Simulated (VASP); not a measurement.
# Hf (I4/mmm) in VASP: notebook, part 2 of 2

VASP 6.6.1.

**4. Single point, PBEsol (strain +0.000 along x and y, +0.030 along z)**

File INCAR:

```
  PREC = Accurate
  ENCUT = 520
  EDIFF = 1E-6
  ISMEAR = 0
  SIGMA = 0.15
  LREAL = F
  LASPH = T
  NELM = 60
  ALGO = Normal
  ISIF = 2
  LWAVE = F
  LCHARG = F
  GGA = PS
  NBANDS = 11
```

File KPOINTS:

```
regular mesh
0
Gamma
  18 18 18
```

File POSCAR:

```
Hf
1.0
   -1.8050000000      1.8050000000      1.8591500000
    1.8050000000     -1.8050000000      1.8591500000
    1.8050000000      1.8050000000     -1.8591500000
Hf
1
Direct
    0.0000000000      0.0000000000      0.0000000000
```

Potentials or basis: VASP PAW PBE potentials, release 64 (Hf_pv).

Launch:

```sh
$ cat potpaw_PBE.64/Hf_pv/POTCAR > POTCAR
$ mpirun -np 1 vasp_std > vasp.out
```

OUTCAR:

```text
PREC = Accurate
   ENCUT = 520
   EDIFF = 1E-6
   ISMEAR = 0
   LREAL = F
   LASPH = T
   NELM = 60
   ISIF = 2
   GGA = PS

 ion  position               nearest neighbor table
   1  0.000  0.000  0.000-

  LATTYP: Found a body centered tetragonal cell.
 ALAT       =     3.6100000000
 C/A-ratio  =     1.0300000000

  Lattice vectors:

 A1 = (  -1.8050000000,   1.8050000000,   1.8591500000)
 A2 = (   1.8050000000,  -1.8050000000,   1.8591500000)
 A3 = (   1.8050000000,   1.8050000000,  -1.8591500000)

Analysis of symmetry for initial positions (statically):
=====================================================================
 Subroutine PRICEL returns:
 Original cell was already a primitive cell.

 Routine SETGRP: Setting up the symmetry group for a
 body centered tetragonal supercell.

 Subroutine GETGRP returns: Found 16 space group operations
 (whereof 16 operations were pure point group operations)
 out of a pool of 16 trial point group operations.

The static configuration has the point symmetry D_4h.

Analysis of symmetry for dynamics (positions and initial velocities):
=====================================================================
 Subroutine PRICEL returns:
 Original cell was already a primitive cell.

 Routine SETGRP: Setting up the symmetry group for a
 body centered tetragonal supercell.

 Subroutine GETGRP returns: Found 16 space group operations
 (whereof 16 operations were pure point group operations)
 out of a pool of 16 trial point group operations.

The dynamic configuration has the point symmetry D_4h.

 Subroutine INISYM returns: Found 16 space group operations
 (whereof 16 operations are pure point group operations),
 and found     1 'primitive' translations

----------------------------------------------------------------------------------------

                                     Primitive cell

  volume of cell :      24.2286

  direct lattice vectors                    reciprocal lattice vectors
    -1.805000000  1.805000000  1.859150000     0.000000000  0.277008310  0.268940107
     1.805000000 -1.805000000  1.859150000     0.277008310  0.000000000  0.268940107
     1.805000000  1.805000000 -1.859150000     0.277008310  0.277008310  0.000000000

  length of vectors
     3.157924749  3.157924749  3.157924749     0.386085982  0.386085982  0.391748909

  position of ions in fractional coordinates (direct lattice)
     0.000000000  0.000000000  0.000000000

  ion indices of the primitive-cell ions
   primitive index   ion index
                 1           1

----------------------------------------------------------------------------------------

 KPOINTS: regular mesh

Automatic generation of k-mesh.
 Grid dimensions read from file:
 generate k-points for:   18   18   18

 Generating k-lattice:

  Cartesian coordinates                     Fractional coordinates (reciprocal lattice)
     0.000000000  0.015389351  0.014941117     0.055555556  0.000000000 -0.000000000
     0.015389351  0.000000000  0.014941117     0.000000000  0.055555556 -0.000000000
     0.015389351  0.015389351  0.000000000     0.000000000  0.000000000  0.055555556

  Length of vectors
     0.021449221  0.021449221  0.021763828

  Shift w.r.t. Gamma in fractional coordinates (k-lattice)
     0.000000000  0.000000000  0.000000000

 Subroutine IBZKPT returns following result:
 ===========================================

 Found    480 irreducible k-points:

 Following reciprocal coordinates:
            Coordinates               Weight
  0.000000  0.000000  0.000000      1.000000
  0.055556  0.000000 -0.000000      8.000000
  0.111111  0.000000 -0.000000      8.000000
  0.166667  0.000000  0.000000      8.000000
  0.222222  0.000000  0.000000      8.000000
  0.277778 -0.000000  0.000000      8.000000
[... 16 lines left out ...]
 -0.277778  0.055556 -0.000000     16.000000
 -0.222222  0.055556 -0.000000     16.000000
 [... further k-points ...]
   k-points           NKPTS =    480   k-points in BZ     NKDIM =    480   number of bands    NBANDS=     11
   number of dos      NEDOS =    301   number of ions     NIONS =      1
   total plane-waves  NPLWV =  13824
   dimension x,y,z NGX =    24 NGY =   24 NGZ =   24
   dimension x,y,z NGXF=    48 NGYF=   48 NGZF=   48
   ions per type =               1
   NGX,Y,Z   is equivalent  to a cutoff of  12.63, 12.63, 12.63 a.u.
   NGXF,Y,Z  is equivalent  to a cutoff of  25.27, 25.27, 25.27 a.u.
 SYSTEM =  unknown system
   PREC   = accura    normal or accurate (medium, high low for compatibility)
   ISTART =      0    job   : 0-new  1-cont  2-samecut
   ICHARG =      2    charge: 1-file 2-atom 10-const
   ISPIN  =      1    spin polarized calculation?
   LNONCOLLINEAR =      F non collinear calculations
   LSORBIT =      F    spin-orbit coupling
   LASPH  =      T    aspherical Exc in radial PAW
   ENCUT  =  520.0 eV  38.22 Ry    6.18 a.u.   5.87  5.87  5.87*2*pi/ulx,y,z
   NELM   =     60;   NELMIN=  2; NELMDL= -5     # of ELM steps
   EDIFF  = 0.1E-05   stopping-criterion for ELM
   LREAL  =      F    real-space projection
   EDIFFG = 0.1E-04   stopping-criterion for IOM
   NSW    =      0    number of steps for IOM
   IBRION =     -1    ionic relax: 0-MD 1-quasi-New 2-CG
   NFREE  =      0    steps in history (QN), initial steepest desc. (CG)
   ISIF   =      2    stress and relaxation
   ISYM   =      2    0-nonsym 1-usesym 2-fastsym
   POTIM  = 0.5000    time-step for ionic-motion
   TEBEG  =    0.0;   TEEND  =   0.0 temperature during run
   PSTRESS=    0.0 pullay stress
   NELECT =      10.0000    total number of electrons
   NUPDOWN=      -1.0000    fix difference up-down
   EMIN   =  10.00;   EMAX   =-10.00  energy-range for DOS
   EFERMI =   0.00;   METHOD = LEGACY
   ISMEAR =     0;   SIGMA  =   0.15  broadening in eV -4-tet -1-fermi 0-gaus
   EFERMI_NEDOS =   21; number of points for ismear=-14 and -15
   IALGO  =     38    algorithm
   IMIX   =      4    mixing-type and parameters
     AMIX     =   0.40;   BMIX     =  1.00
     AMIX_MAG =   1.60;   BMIX_MAG =  1.00
  volume/ion in A,a.u.               =      24.23       163.50
  Fermi-wavevector in a.u.,A,eV,Ry     =   1.218892  2.303372 20.214144  1.485698
  Thomas-Fermi vector in A             =   2.354163
   LORBIT       =      0    0 simple, 1 ext, 2 COOP (PROOUT), +10 PAW based schemes
   GGA     = PS    functional components
   LHFCALC =     F    Hartree Fock is set to
   AEXX    =    0.0000 exact exchange contribution
   IVDW    =     0    specifies the selected vdW correction
   LEPSILON=     F    determine dielectric tensor
   LRPA    =     F    only Hartree local field effects (RPA)
 non-spin polarized calculation
 Gauss-broadening in eV      SIGMA  =   0.15
  energy-cutoff  :      520.00
  volume of cell :       24.23
 maximum number of plane-waves:       682
   NGX = 11   NGY = 11   NGZ = 11

 number of electron      10.0000000 magnetization

 number of electron       9.9999999 magnetization

 Free energy of the ion-electron system (eV)
  ---------------------------------------------------
  ext. energy  EPLUGINS =         0.00000000
  ---------------------------------------------------
  free energy    TOTEN  =       -10.22887184 eV

  energy without entropy =      -10.20386483  energy(sigma->0) =      -10.21636834

 E-fermi :   3.9095     XC(G=0): -11.0329

 val. band max:        3.9059502935   @ k =  -0.1111  -0.3333   0.0556
 cond. band min:       3.9128172301   @ k =   0.4444   0.1667   0.0556
 fundamental gap:      0.0068669366
 Fermi energy:         3.9094754698

 k-point     1 :       0.0000    0.0000    0.0000
  band No.  band energies     occupation
      1     -26.1966      2.00000
      2     -26.1963      2.00000
      3     -26.1963      2.00000
      4      -2.8799      2.00000
      5       5.2492      0.00000
      6       5.2492      0.00000
      7       5.5396      0.00000
      8       7.7004      0.00000
      9       8.0976      0.00000
     10      16.5616      0.00000
     11      16.8564      0.00000

 k-point     2 :       0.0556    0.0000   -0.0000
  band No.  band energies     occupation
      1     -26.2165      2.00000
      2     -26.2025      2.00000
      3     -26.1964      2.00000
      4      -2.7762      2.00000
      5       5.2258      0.00000
      6       5.2461      0.00000
      7       5.5736      0.00000
      8       7.6130      0.00000
      9       8.0649      0.00000
     10      16.7430      0.00000
     11      16.8436      0.00000
[... 295 lines left out ...]
 k-point    24 :      -0.2222    0.0556   -0.0000
  band No.  band energies     occupation
      1     -26.4219      2.00000
      2     -26.2618      2.00000
      3     -26.2042      2.00000
      4      -1.6176      2.00000
      5       4.6483      0.00000
      6       4.7144      0.00000
      7       6.6702      0.00000
      8       7.2005      0.00000
      9       8.0672      0.00000
     10      16.8310      0.00000
     11      17.3622      0.00000

 [... further k-points ...]
[... 5 lines left out ...]
  --------------------------------------------------------------------------------------
  -------------------------------------------------------------------------------------
  Total       -1.7885608     -1.7885608     -1.5848765      0.0000000     -0.0000000     -0.0000000
  in kB     -118.2729597   -118.2729597   -104.8038347      0.0000000     -0.0000000     -0.0000000
  external PRESSURE =    -113.7832514 kB  Pullay stress =       0.0000000 kB

 VOLUME and BASIS-vectors are now :
 -----------------------------------------------------------------------------
  energy-cutoff  :      520.00
  volume of cell :       24.23
      direct lattice vectors                 reciprocal lattice vectors
    -1.805000000  1.805000000  1.859150000     0.000000000  0.277008310  0.268940107
     1.805000000 -1.805000000  1.859150000     0.277008310  0.000000000  0.268940107
     1.805000000  1.805000000 -1.859150000     0.277008310  0.277008310  0.000000000

 POSITION                                       TOTAL-FORCE (eV/Angst)
 -----------------------------------------------------------------------------------
      0.00000      0.00000      0.00000         0.000000      0.000000      0.000000
 -----------------------------------------------------------------------------------
    total drift:                                0.000000      0.000000      0.000000

  FREE ENERGIE OF THE ION-ELECTRON SYSTEM (eV)
  ---------------------------------------------------
  free  energy   TOTEN  =       -10.2288718397 eV

  energy  without entropy=      -10.2038648325  energy(sigma->0) =      -10.21636834
```

Run time: 52 s. Hardware: 1 thread of Intel Xeon Platinum 8488C (Sapphire Rapids), shared host; peak memory 0.24 GiB.

What came out:

| Item | Value |
| --- | --- |
| Free energy | -10.2289 eV |
| Pressure | -11.4 GPa |
| Band gap on the k mesh | zero (band 5 reaches 5.26 eV, above the bottom of band 6 at 3.24 eV) |

Stress tensor (GPa, compression positive):
```
-11.83   0.00   0.00
  0.00 -11.83   0.00
  0.00   0.00 -10.48
```

Caveat: the cell differs from its parent crystal (strain +0.000 along x and y, +0.030 along z); the PAW data sets were made with another functional, which shifts forces and pressure a little; spin-orbit coupling is left out, which moves the levels of the heavy elements.

**5. Single point, PBEsol (strain +0.015 along x and y, +0.000 along z)**

File INCAR:

```
SYSTEM = Hf
ALGO = Normal ; EDIFF = 1E-6
ENCUT = 520 ; GGA = PS
ISIF = 2 ; ISMEAR = 0
LASPH = .TRUE. ; LCHARG = .TRUE.
LELF = .TRUE. ; LREAL = .FALSE.
LVHAR = .TRUE. ; LWAVE = .FALSE.
NBANDS = 11 ; NELM = 100
PREC = Accurate ; SIGMA = 0.15
```

File KPOINTS:

```
k-points
0
G
  18 18 18
  0 0 0
```

File POSCAR:

```
Hf
1.0
   -1.8320750000      1.8320750000      1.8050000000
    1.8320750000     -1.8320750000      1.8050000000
    1.8320750000      1.8320750000     -1.8050000000
Hf
1
Direct
    0.0000000000      0.0000000000      0.0000000000
```

Launch:

```sh
$ cat potpaw_PBE.64/Hf_pv/POTCAR > POTCAR
$ mpirun -np 1 vasp_std > vasp.out
```

Wall time 52 s (1 thread of Intel Xeon Platinum 8488C (Sapphire Rapids), shared host); peak memory 0.24 GiB.

The run converged. Its results:

* Free energy: -10.2270 eV
* Pressure: -11.4 GPa
* Band gap on the k mesh: zero (band 5 reaches 5.34 eV, above the bottom of band 6 at 3.23 eV)

Stress tensor (GPa, compression positive):
```
-11.17   0.00   0.00
  0.00 -11.17   0.00
  0.00   0.00 -11.91
```

Levels at points of the mesh, in eV from the Fermi level:
```tsv
k point	band 3	band 4	band 5	band 6	band 7	band 8
(0.00, 0.00, 0.00)	-30.10	-6.79	1.33	1.48	1.48	3.89
(0.50, 0.00, 0.00)	-30.11	-3.15	-0.44	0.84	3.83	4.75
(0.50, 0.50, 0.00)	-30.10	-3.17	-0.29	0.76	3.65	4.64
(0.50, 0.50, 0.50)	-30.54	-2.27	-2.23	6.17	6.17	6.21
```

Caveat: the cell differs from its parent crystal (strain +0.015 along x and y, +0.000 along z); the PAW data sets were made with another functional, which shifts forces and pressure a little; spin-orbit coupling is left out, which moves the levels of the heavy elements.

**6. Overview**

```tsv
cell	gap on the mesh (eV)	pressure (GPa)
a = 3.142 Å, angles 109.9, 109.9, 108.7°, 1 atom	none	-10.4
a = 3.142 Å, angles 108.7, 108.7, 111.1°, 1 atom	none	-10.4
a = 3.158 Å, angles 110.3, 110.3, 107.9°, 1 atom	none	-11.4
a = 3.158 Å, angles 109.1, 109.1, 110.3°, 1 atom	none	-11.4
```

Alike in all rows: task single point; level PBEsol; potentials or basis VASP PAW PBE potentials, release 64 (Hf_pv); no spin polarisation; k mesh 18 × 18 × 18; cutoff (eV) 520; smearing gaussian 0.15 eV.

Caveats: the PAW data sets were made with another functional, which shifts forces and pressure a little; spin-orbit coupling is left out, which moves the levels of the heavy elements.

Total energies depend on the potentials used, so only differences within one code and one set of settings carry meaning.
